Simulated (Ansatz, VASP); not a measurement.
**One calculation of HfO2, two programs**

```
Hf O
1.0
     5.10778    0.04360   -0.03892
     0.04393    5.27450   -0.03363
    -0.89654   -0.04149    5.27399
Hf O
4 8
Direct
  0.27687 0.04288 0.20817
  0.72318 0.54635 0.29007
  0.72308 0.95708 0.79186
  0.27680 0.45357 0.70995
  0.44616 0.75886 0.47753
  0.55080 0.25810 0.02379
  0.55397 0.24123 0.52251
  0.44910 0.74175 0.97623
  0.06898 0.33341 0.34475
  0.93124 0.83377 0.15618
  0.93118 0.66671 0.65518
  0.06865 0.16629 0.84379
```

Change from the starting cell: cell sheared at random, sigma 0.01, atoms nudged by 0.01 Å; relaxed back.

Alike in both runs: functional PBE; k mesh 4 × 4 × 4; occupations gaussian, width 0.05 eV; no spin polarisation.

Ansatz relaxed the structure, and its values are those at the end. VASP's run is a single point on that final structure, the one shown.

|  | VASP | Ansatz |
| --- | --- | --- |
| version | VASP 6.6.1 | Ansatz 0.2.0 |
| potentials or method | VASP PAW PBE potentials, release 64 (Hf_pv, O), cutoff 520 eV | scalar-relativistic, plane waves, PAW |
| valence electrons in the cell | 88 | 152 |

|  | VASP | Ansatz | Ansatz less VASP |
| --- | --- | --- | --- |
| gap on the k mesh at the Fermi level (eV) | 3.97 | 4.01 | +0.042 |
| least direct gap on the mesh (eV) | 4.08 | 4.12 | +0.045 |
| pressure (GPa) | -3.2 | -0.2 | +3.03 |
| rms of the force components (eV/Å) | 0.035 | 0.002 | -0.0337 |

VASP's potentials hold 88 valence electrons a cell and Ansatz's 152, so a difference there can come from the potentials and not from the codes. Ansatz's warnings: stress scf threshold loose.

Neither program's run includes spin-orbit coupling.
